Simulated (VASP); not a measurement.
**PbS: single point with LDA**

Crystal: PbS.

```
Pb S
1.0
     2.05694   -3.56583    0.00000
     2.05694    3.56583    0.00000
     0.00000    0.00000    7.55994
Pb S
2 2
Direct
  0.00103 0.99897 0.48673
  0.99897 0.00103 0.98673
  0.66714 0.33286 0.69247
  0.33286 0.66714 0.19247
```

* Program: VASP 6.6.1
* Task: single point
* Functional: LDA
* Potentials or basis: VASP PAW LDA potentials, release 64 (Pb_d, S)
* Cutoff: 520 eV
* k mesh: 12 × 12 × 4
* Occupations: gaussian, width 0.01 eV
* Spin: no spin polarisation

* Pressure: -3.3 GPa
* Largest force: 0.061 eV/Å
* Band gap on the k mesh: 0.34 eV, indirect (least direct gap 1.02 eV)

Forces in eV/Å, atoms in the order of the input:
```
Pb   0.000  0.005  0.060
Pb   0.000 -0.005  0.060
S    0.000 -0.003 -0.060
S    0.000  0.003 -0.060
```

Stress tensor (GPa, compression positive):
```
-3.20  0.00  0.00
 0.00 -3.23  0.00
 0.00  0.00 -3.52
```

Levels at points of the mesh, in eV from the valence-band top:
```
           k point  band 16  band 17  band 18  band 19  band 20  band 21  band 22  band 23  band 24  band 25
(0.00, 0.00, 0.00)    -1.82    -1.81    -1.47    -1.46    -0.21     0.93     3.38     3.38     3.71     3.73
(0.50, 0.00, 0.00)    -4.00    -2.92    -1.80    -1.48    -0.89     0.34     2.35     2.70     3.82     4.11
(0.50, 0.50, 0.00)    -4.01    -2.91    -1.80    -1.48    -0.88     0.34     2.37     2.70     3.82     4.09
(0.00, 0.00, 0.50)    -1.64    -1.64    -1.64    -1.39    -1.39     2.50     2.50     3.45     3.45     3.46
(0.50, 0.00, 0.50)    -3.27    -2.45    -2.45    -2.39    -2.39     2.28     2.28     3.20     3.20     3.73
(0.50, 0.50, 0.50)    -3.27    -2.44    -2.44    -2.39    -2.39     2.28     2.28     3.21     3.21     3.74
```

Wall time 6.9 min on 1 thread of AMD EPYC 7R13, on a shared host, peak memory 0.4 GiB.

Caveat: spin-orbit coupling is left out, which moves the levels of the heavy elements. A k mesh can miss the band edges.
